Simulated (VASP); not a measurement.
# Ir (I4/mmm) in VASP: a series of runs, part 2 of 2

VASP 6.6.1.

### 3 Electric field gradients, PBEsol (zz strain of +3 %)

File INCAR:

```
PREC = Accurate
ENCUT = 520
EDIFF = 1E-8
ISMEAR = -1
SIGMA = 0.05
LREAL = F
LASPH = T
NELM = 60
ALGO = Normal
ISIF = 2
LWAVE = F
LCHARG = F
GGA = PS
LEFG = T
NBANDS = 10
```

File KPOINTS:

```
regular mesh
0
Gamma
  15 15 15
```

File POSCAR:

```
Ir
1.0
    0.0000000000      1.9197000000      1.9772910000
    1.9197000000      0.0000000000      1.9772910000
    1.9197000000      1.9197000000      0.0000000000
Ir
1
Direct
    0.0000000000      0.0000000000      0.0000000000
```

Potentials or basis: VASP PAW PBE potentials, release 64 (Ir).

The run is started by

```bash
$ cat potpaw_PBE.64/Ir/POTCAR > POTCAR
$ mpirun -np 1 vasp_std > vasp.out
```

OUTCAR:

```text
PREC = Accurate
   ENCUT = 520
   EDIFF = 1E-8
   ISMEAR = -1
   LREAL = F
   LASPH = T
   NELM = 60
   ISIF = 2
   GGA = PS

 ion  position               nearest neighbor table
   1  0.000  0.000  0.000-

  LATTYP: Found a body centered tetragonal cell.
 ALAT       =     2.7148657757
 C/A-ratio  =     1.4566399692

  Lattice vectors:

 A1 = (  -1.9197000000,   0.0000000000,   1.9772910000)
 A2 = (   1.9197000000,   0.0000000000,   1.9772910000)
 A3 = (   0.0000000000,   1.9197000000,  -1.9772910000)

Analysis of symmetry for initial positions (statically):
=====================================================================
 Subroutine PRICEL returns:
 Original cell was already a primitive cell.

 Routine SETGRP: Setting up the symmetry group for a
 body centered tetragonal supercell.

 Subroutine GETGRP returns: Found 16 space group operations
 (whereof 16 operations were pure point group operations)
 out of a pool of 16 trial point group operations.

The static configuration has the point symmetry D_4h.

Analysis of symmetry for dynamics (positions and initial velocities):
=====================================================================
 Subroutine PRICEL returns:
 Original cell was already a primitive cell.

 Routine SETGRP: Setting up the symmetry group for a
 body centered tetragonal supercell.

 Subroutine GETGRP returns: Found 16 space group operations
 (whereof 16 operations were pure point group operations)
 out of a pool of 16 trial point group operations.

The dynamic configuration has the point symmetry D_4h.

 Subroutine INISYM returns: Found 16 space group operations
 (whereof 16 operations are pure point group operations),
 and found     1 'primitive' translations

----------------------------------------------------------------------------------------

                                     Primitive cell

  volume of cell :      14.5736

  direct lattice vectors                    reciprocal lattice vectors
     0.000000000  1.919700000  1.977291000    -0.260457363  0.260457363  0.252871226
     1.919700000  0.000000000  1.977291000     0.260457363 -0.260457363  0.252871226
     1.919700000  1.919700000  0.000000000     0.260457363  0.260457363 -0.252871226

  length of vectors
     2.755889655  2.755889655  2.714865776     0.446788466  0.446788466  0.446788466

  position of ions in fractional coordinates (direct lattice)
     0.000000000  0.000000000  0.000000000

  ion indices of the primitive-cell ions
   primitive index   ion index
                 1           1

----------------------------------------------------------------------------------------

 KPOINTS: regular mesh

Automatic generation of k-mesh.
 Grid dimensions read from file:
 generate k-points for:   15   15   15

 Generating k-lattice:

  Cartesian coordinates                     Fractional coordinates (reciprocal lattice)
    -0.017363824  0.017363824  0.016858082     0.066666667  0.000000000  0.000000000
[... 70 lines left out ...]
   NELECT =       9.0000    total number of electrons
   NUPDOWN=      -1.0000    fix difference up-down
   EMIN   =  10.00;   EMAX   =-10.00  energy-range for DOS
   EFERMI =   0.00;   METHOD = LEGACY
   ISMEAR =    -1;   SIGMA  =   0.05  broadening in eV -4-tet -1-fermi 0-gaus
   EFERMI_NEDOS =   21; number of points for ismear=-14 and -15
   IALGO  =     38    algorithm
   IMIX   =      4    mixing-type and parameters
     AMIX     =   0.40;   BMIX     =  1.00
     AMIX_MAG =   1.60;   BMIX_MAG =  1.00
  volume/ion in A,a.u.               =      14.57        98.35
  Fermi-wavevector in a.u.,A,eV,Ry     =   1.394119  2.634503 26.443851  1.943568
  Thomas-Fermi vector in A             =   2.517699
   LORBIT       =      0    0 simple, 1 ext, 2 COOP (PROOUT), +10 PAW based schemes
   GGA     = PS    functional components
   LHFCALC =     F    Hartree Fock is set to
   AEXX    =    0.0000 exact exchange contribution
   IVDW    =     0    specifies the selected vdW correction
   LEPSILON=     F    determine dielectric tensor
   LRPA    =     F    only Hartree local field effects (RPA)
 non-spin polarized calculation
  energy-cutoff  :      520.00
  volume of cell :       14.57
 maximum number of plane-waves:       401
   NGX = 11   NGY = 11   NGZ = 11

 number of electron       8.9999999 magnetization

 Free energy of the ion-electron system (eV)
  ---------------------------------------------------
  ext. energy  EPLUGINS =         0.00000000
  ---------------------------------------------------
  free energy    TOTEN  =        -9.80036414 eV

  energy without entropy =       -9.79200816  energy(sigma->0) =       -9.79618615

 E-fermi :   9.7736     XC(G=0): -13.9280

 val. band max:        9.7567034753   @ k =   0.2667   0.2667   0.0000
 cond. band min:       9.7755668078   @ k =  -0.4667   0.2000   0.1333
 fundamental gap:      0.0188633324
 Fermi energy:         9.7735709640

 k-point     1 :       0.0000    0.0000    0.0000
  band No.  band energies     occupation
      1      -1.1342      2.00000
      2       5.7579      2.00000
      3       6.1367      2.00000
      4       6.1367      2.00000
      5       8.3358      2.00000
      6       8.8410      2.00000
      7      24.1261      0.00000
      8      28.9243      0.00000
      9      29.8082      0.00000
     10      29.8082      0.00000
[... 287 lines left out ...]
 k-point    24 :       0.2000    0.1333    0.0000
  band No.  band energies     occupation
      1       0.4181      2.00000
      2       4.8633      2.00000
      3       6.7551      2.00000
      4       6.9844      2.00000
      5       7.5024      2.00000
      6       9.2263      1.99996
      7      26.6443      0.00000
      8      26.7433      0.00000
      9      29.7514      0.00000
     10      30.1620      0.00000

 [... further k-points ...]

------------------------ aborting loop because EDIFF is reached ----------------------------------------

  FORCE on cell =-STRESS in cart. coord.  units (eV):
  Direction    XX          YY          ZZ          XY          YZ          ZX
  --------------------------------------------------------------------------------------
  -------------------------------------------------------------------------------------
  Total       -0.7718657     -0.7718657     -1.7517053      0.0000000     -0.0000000     -0.0000000
  in kB      -84.8564795    -84.8564795   -192.5769525      0.0000000     -0.0000000     -0.0000000
  external PRESSURE =    -120.7633038 kB  Pullay stress =       0.0000000 kB

 VOLUME and BASIS-vectors are now :
 -----------------------------------------------------------------------------
  energy-cutoff  :      520.00
  volume of cell :       14.57
      direct lattice vectors                 reciprocal lattice vectors
     0.000000000  1.919700000  1.977291000    -0.260457363  0.260457363  0.252871226
     1.919700000  0.000000000  1.977291000     0.260457363 -0.260457363  0.252871226
     1.919700000  1.919700000  0.000000000     0.260457363  0.260457363 -0.252871226

 POSITION                                       TOTAL-FORCE (eV/Angst)
 -----------------------------------------------------------------------------------
      0.00000      0.00000      0.00000         0.000000      0.000000      0.000000
 -----------------------------------------------------------------------------------
    total drift:                                0.000000     -0.000000     -0.000000

  FREE ENERGIE OF THE ION-ELECTRON SYSTEM (eV)
  ---------------------------------------------------
  free  energy   TOTEN  =        -9.8003641389 eV

  energy  without entropy=       -9.7920081598  energy(sigma->0) =       -9.79618615

 Electric field gradients (V/A^2)
---------------------------------------------------------------------
 ion       V_xx      V_yy      V_zz      V_xy      V_xz      V_yz
---------------------------------------------------------------------
   1     -10.509   -10.509    21.019     0.000    -0.000    -0.000
---------------------------------------------------------------------

 Electric field gradients after diagonalization (V/A^2)
 (convention: |V_zz| > |V_xx| > |V_yy|)
----------------------------------------------------------------------
 ion       V_xx      V_yy      V_zz     asymmetry (V_yy - V_xx)/ V_zz
----------------------------------------------------------------------
   1     -10.510   -10.509    21.019       0.000
----------------------------------------------------------------------

           NMR quadrupolar parameters

 Cq : quadrupolar parameter    Cq=e*Q*V_zz/h
 eta: asymmetry parameters     (V_yy - V_xx)/ V_zz
 Q  : nuclear electric quadrupole moment in mb (millibarn)
----------------------------------------------------------------------
 ion       Cq(MHz)       eta       Q (mb)
----------------------------------------------------------------------
   1       0.051       0.000       1.000
----------------------------------------------------------------------
```

stdout:

```text
POSCAR found type information on POSCAR Ir
 POSCAR found :  1 types and       1 ions
 scaLAPACK will be used
 -----------------------------------------------------------------------------
|                                                                             |
|                                                                             |
|     You enforced a specific xc type in the INCAR file but a different       |
|     I HOPE YOU KNOW WHAT YOU ARE DOING!                                     |
|                                                                             |
 -----------------------------------------------------------------------------

 LDA part: xc-table for (Slater+PW92), standard interpolation
 POSCAR, INCAR and KPOINTS ok, starting setup
 FFT: planning ... GRIDC
 FFT: planning ... GRID_SOFT
 FFT: planning ... GRID
 WAVECAR not read
 entering main loop
ion   1
```

Run time: 53 s. Hardware: 1 thread of Intel Xeon 8259CL, shared host; peak memory 0.16 GiB.

What came out:

- Free energy: -9.8004 eV
- Pressure: -12.1 GPa
- Band gap on the k mesh: zero (an odd number of electrons rules out a gap without spin polarisation)
- Largest electric field gradient by atom: Ir +21.0 V/Å²

Electric field gradients, principal values (V/Å²):
| atom | least | middle | greatest (by size) |
| --- | --- | --- | --- |
| 1 Ir | -10.509 | -10.510 | 21.019 |

Caveat: the cell differs from its parent crystal (zz strain of +3 %); the cell stands under tension; without QUAD_EFG the Cq values of the log hold for a quadrupole moment of 1 mb, not for the nuclei; the PAW data sets were made with another functional, which shifts forces and pressure a little; spin-orbit coupling is left out, which moves the levels of the heavy elements.

### 4 Electric field gradients, PBEsol (equal xx and yy strain of +2 %)

File INCAR:

```
SYSTEM = Ir
ALGO = Normal ; EDIFF = 1E-8
ENCUT = 520 ; GGA = PS
ISIF = 2 ; ISMEAR = -1
LASPH = .TRUE. ; LCHARG = .FALSE.
LEFG = .TRUE. ; LREAL = .FALSE.
LWAVE = .FALSE. ; NBANDS = 10
NELM = 60 ; PREC = Accurate
SIGMA = 0.05
```

File KPOINTS:

```
k-points
0
G
  15 15 15
  0 0 0
```

File POSCAR:

```
Ir
1.0
    0.0000000000      1.9580940000      1.9197000000
    1.9580940000      0.0000000000      1.9197000000
    1.9580940000      1.9580940000      0.0000000000
Ir
1
Direct
    0.0000000000      0.0000000000      0.0000000000
```

Potentials or basis: VASP PAW PBE potentials, release 64 (Ir).

The run is started by

```bash
$ cat potpaw_PBE.64/Ir/POTCAR > POTCAR
$ mpirun -np 1 vasp_std > vasp.out
```

OUTCAR:

```text
SYSTEM = Ir
   EDIFF = 1E-8
   ENCUT = 520
   GGA = PS
   ISIF = 2
   ISMEAR = -1
   LASPH = .TRUE.
   LREAL = .FALSE.
   NELM = 60
   PREC = Accurate

 ion  position               nearest neighbor table
   1  0.000  0.000  0.000-

  LATTYP: Found a body centered tetragonal cell.
 ALAT       =     2.7691630912
 C/A-ratio  =     1.3864838847

  Lattice vectors:

 A1 = (   0.0000000000,  -1.9580940000,  -1.9197000000)
 A2 = (   0.0000000000,   1.9580940000,  -1.9197000000)
 A3 = (   1.9580940000,   0.0000000000,   1.9197000000)
[... 516 lines left out ...]
    total drift:                                0.000000     -0.000000      0.000000

  FREE ENERGIE OF THE ION-ELECTRON SYSTEM (eV)
  ---------------------------------------------------
  free  energy   TOTEN  =        -9.7931386132 eV

  energy  without entropy=       -9.7846219451  energy(sigma->0) =       -9.78888028

 Electric field gradients (V/A^2)
---------------------------------------------------------------------
 ion       V_xx      V_yy      V_zz      V_xy      V_xz      V_yz
---------------------------------------------------------------------
   1       6.960     6.960   -13.919    -0.000     0.000     0.000
---------------------------------------------------------------------

 Electric field gradients after diagonalization (V/A^2)
 (convention: |V_zz| > |V_xx| > |V_yy|)
----------------------------------------------------------------------
 ion       V_xx      V_yy      V_zz     asymmetry (V_yy - V_xx)/ V_zz
----------------------------------------------------------------------
   1       6.960     6.959   -13.919       0.000
----------------------------------------------------------------------

           NMR quadrupolar parameters

 Cq : quadrupolar parameter    Cq=e*Q*V_zz/h
 eta: asymmetry parameters     (V_yy - V_xx)/ V_zz
 Q  : nuclear electric quadrupole moment in mb (millibarn)
----------------------------------------------------------------------
 ion       Cq(MHz)       eta       Q (mb)
----------------------------------------------------------------------
   1      -0.034       0.000       1.000
----------------------------------------------------------------------
```

stdout:

```text
POSCAR found type information on POSCAR Ir
 POSCAR found :  1 types and       1 ions
 scaLAPACK will be used
 -----------------------------------------------------------------------------
|                                                                             |
|                                                                             |
|     You enforced a specific xc type in the INCAR file but a different       |
|     I HOPE YOU KNOW WHAT YOU ARE DOING!                                     |
|                                                                             |
 -----------------------------------------------------------------------------

 LDA part: xc-table for (Slater+PW92), standard interpolation
 POSCAR, INCAR and KPOINTS ok, starting setup
 FFT: planning ... GRIDC
 FFT: planning ... GRID_SOFT
 FFT: planning ... GRID
 WAVECAR not read
 entering main loop
ion   1
```

Run time: 58 s. Hardware: 1 thread of Intel Xeon 8259CL, shared host; peak memory 0.17 GiB.

What came out:

| Property | Result |
| --- | --- |
| Free energy | -9.7931 eV |
| Pressure | -15.4 GPa |
| Band gap on the k mesh | zero (an odd number of electrons rules out a gap without spin polarisation) |
| Largest electric field gradient by atom | Ir -13.9 V/Å² |

Electric field gradients, principal values (V/Å²):
```csv
atom,least,middle,greatest (by size)
1 Ir,6.959,6.960,-13.919
```

Caveat: the cell differs from its parent crystal (equal xx and yy strain of +2 %); the cell stands under tension; without QUAD_EFG the Cq values of the log hold for a quadrupole moment of 1 mb, not for the nuclei; the PAW data sets were made with another functional, which shifts forces and pressure a little; spin-orbit coupling is left out, which moves the levels of the heavy elements.

### 5 Summary

```tsv
cell	gap on the mesh (eV)	pressure (GPa)
a = 2.728, b = 2.728, c = 2.742 Å, angles 59.8, 59.8, 60.3°, 1 atom	none	-9.0
a = 2.756, b = 2.756, c = 2.715 Å, angles 60.5, 60.5, 59.0°, 1 atom	none	-12.1
a = 2.742, b = 2.742, c = 2.769 Å, angles 59.7, 59.7, 60.7°, 1 atom	none	-15.4
```

Alike in all rows: task electric field gradients; level PBEsol; potentials or basis VASP PAW PBE potentials, release 64 (Ir); no spin polarisation; k mesh 15 × 15 × 15; cutoff (eV) 520; smearing fermi-dirac 0.05 eV.

Caveats: the cell stands under tension; the PAW data sets were made with another functional, which shifts forces and pressure a little; spin-orbit coupling is left out, which moves the levels of the heavy elements.

Absolute energies hang on the potentials; compare differences alone.
